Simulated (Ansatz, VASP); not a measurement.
This is a calculation of Pd for Ansatz 0.2.0.

File input.yaml:

```yaml
crystal:
  lattice:
    - [-1.572281, 1.572281, 1.572281]
    - [1.572281, -1.572281, 1.572281]
    - [1.572281, 1.572281, -1.572281]
  atoms:
    - { symbol: Pd, position: [0.0, 0.0, 0.0] }
hamiltonian:
  xc: pbe
  pseudopotentials: { kind: paw }
kpoints:
  mp_grid: { grid: [12, 12, 12] }
scf:
  occupations: { method: gaussian, width: 0.015 }
output:
  forces: true
  stress: true
  eigenvalues: true
```

Potentials or basis: Ansatz PAW.

Run with:

```sh
$ ansatz run input.yaml --threads 2 --pin off --max-ram 5632MiB --backend cpu --events-out ev --progress --plain --runs-dir out
```

Problem. Set up the same calculation for VASP 6.6.1. Potentials there: VASP PAW PBE potentials, release 64 (Pd).

Solution. As run (the cutoff follows the program's own potentials):

Contents of INCAR:

```
ALGO     = Normal         # electronic algorithm
EDIFF    = 1E-6           # SCF threshold, eV
ENCUT    = 500            # plane-wave cutoff, eV
GGA      = PE             # functional
GGA_COMPAT= F            
ISIF     = 2              # what is computed and relaxed
ISMEAR   = 0              # smearing method
LASPH    = T              # aspherical terms in the spheres
LCHARG   = F              # write CHGCAR
LREAL    = F              # projectors in reciprocal space
LWAVE    = F              # write WAVECAR
NBANDS   = 11             # bands
NELM     = 120            # most SCF steps
PREC     = Accurate       # precision mode
SIGMA    = 0.015          # smearing width, eV
```

The input KPOINTS:

```
k-points
0
Gamma
  12 12 12
```

The input POSCAR:

```
Pd
1.0
   -1.5722810000      1.5722810000      1.5722810000
    1.5722810000     -1.5722810000      1.5722810000
    1.5722810000      1.5722810000     -1.5722810000
Pd
1
Direct
    0.0000000000      0.0000000000      0.0000000000
```

Potentials or basis: VASP PAW PBE potentials, release 64 (Pd).

Command:

```bash
$ cat potpaw_PBE.64/Pd/POTCAR > POTCAR
$ mpirun -np 1 vasp_std > vasp.out
```

Both were run:

|  | VASP | Ansatz | Ansatz less VASP |
| --- | --- | --- | --- |
| gap on the k mesh at the Fermi level (eV) | none | none | - |
| pressure (GPa) | -1.5 | -1.2 | +0.25 |

A gap of «none» marks a metal or a gap that the smearing closes. With one functional, cell and mesh, what is left measures potentials, basis and numerics. VASP's potentials hold 10 valence electrons a cell and Ansatz's 18, so a difference there can come from the potentials and not from the codes.
